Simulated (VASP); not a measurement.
Here is a VASP 6.6.1 calculation.

The input POSCAR:

```
Cu
1.0
   -1.4211972325      1.4211972325      1.4211972325
    1.4211972325     -1.4211972325      1.4211972325
    1.4211972325      1.4211972325     -1.4211972325
Cu
1
Direct
    0.0000000000      0.0000000000      0.0000000000
```

Contents of INCAR.step1:

```
ALGO     = Normal         # electronic algorithm
EDIFF    = 1E-5           # SCF threshold, eV
ENCUT    = 900            # plane-wave cutoff, eV
GGA      = PE             # functional
GGA_COMPAT= F            
ISMEAR   = -1             # smearing method
LASPH    = T              # aspherical terms in the spheres
LCHARG   = F              # write CHGCAR
LREAL    = F              # projectors in reciprocal space
LWAVE    = T              # write WAVECAR
NBANDS   = 16             # bands
NELM     = 120            # most SCF steps
PREC     = Accurate       # precision mode
SIGMA    = 0.1            # smearing width, eV
```

INCAR.step2

```
ALGO     = Normal         # electronic algorithm
EDIFF    = 1E-6           # SCF threshold, eV
ENCUT    = 900            # plane-wave cutoff, eV
GGA_COMPAT= F            
ISIF     = 2              # what is computed and relaxed
ISMEAR   = -1             # smearing method
ISTART   = 1            
LASPH    = T              # aspherical terms in the spheres
LCHARG   = T              # write CHGCAR
LELF     = T              # ELF
LMIXTAU  = T            
LREAL    = F              # projectors in reciprocal space
LVHAR    = T            
LWAVE    = F              # write WAVECAR
METAGGA  = R2SCAN         # meta-GGA
NBANDS   = 16             # bands
NELM     = 120            # most SCF steps
PREC     = Accurate       # precision mode
SIGMA    = 0.1            # smearing width, eV
```

Contents of KPOINTS:

```
k-points
0
Gamma
  12 12 12
```

Potentials or basis: VASP PAW PBE potentials, release 64 (Cu_sv_GW).

Launch:

```sh
$ cat potpaw_PBE.64/Cu_sv_GW/POTCAR > POTCAR
$ cp INCAR.step1 INCAR
$ mpirun -np 1 vasp_std > vasp.out
$ cp INCAR.step2 INCAR
$ mpirun -np 1 vasp_std > vasp.out
```

(1) What does it give for the pressure?

(2) Predict the band gap on the k mesh.

Answers

(1) -1.0 GPa.

(2) zero (an odd number of electrons rules out a gap without spin polarisation).

Caveat: the PAW data sets were made with another functional, which shifts forces and pressure a little.
